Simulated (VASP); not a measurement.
Wanted: the native input for a VASP 6.6.1 run.

```
Task                   : single point
Functional             : PBE
Potentials or basis    : VASP PAW PBE potentials, release 64 (Mg, S)
Cutoff                 : 520 eV
k mesh                 : 6 × 6 × 4
Occupations            : gaussian, width 0.05 eV
Spin                   : no spin polarisation
Dipole correction      : no
Further INCAR settings : ALGO = Normal; EDIFF = 1e-06; NBANDS = 16
```

The structure of MgS lies in POSCAR:

```
MgS
1.0
    4.0346224068      0.0000000000      0.0000000000
   -2.0173112034      3.4940854990      0.0000000000
    0.0000000000      0.0000000000      6.4322941800
Mg S
2 2
Direct
    0.6666666667      0.3333333333      0.4957548500
    0.3333333333      0.6666666667      0.9957548500
    0.3977278652      0.7954557304      0.3792441500
    0.6666666667      0.3333333333      0.8792441500
```

This cell differs from its parent crystal: atom 3 (S) moved by (+0.000, +0.450) A along x and y.

One way to write it, as run:

INCAR

```
PREC = Accurate
ENCUT = 520
EDIFF = 1E-6
ISMEAR = 0
SIGMA = 0.05
LREAL = False
LASPH = True
NELM = 80
ALGO = Normal
ISIF = 2
LWAVE = False
LCHARG = False
GGA = PE
NBANDS = 16
```

KPOINTS

```
Automatic mesh
0
Gamma
  6 6 4
```

Potentials or basis: VASP PAW PBE potentials, release 64 (Mg, S).

The run is started by

```sh
$ cat potpaw_PBE.64/Mg/POTCAR potpaw_PBE.64/S/POTCAR > POTCAR
$ mpirun -np 1 vasp_std > vasp.out
```

Results of the run:

* Pressure: 4.9 GPa
* Largest force: 5.842 eV/Å
* Band gap on the k mesh: 3.24 eV

Caveat: the cell differs from its parent crystal (atom 3 (S) moved by (+0.000, +0.450) A along x and y); the cell stands under pressure; forces of over 1 eV/Å act on the atoms, so gaps and moduli don't describe the material at rest.

It took 83 s on 1 thread of Intel Xeon 8259CL (shared host), peak memory 0.23 GiB.
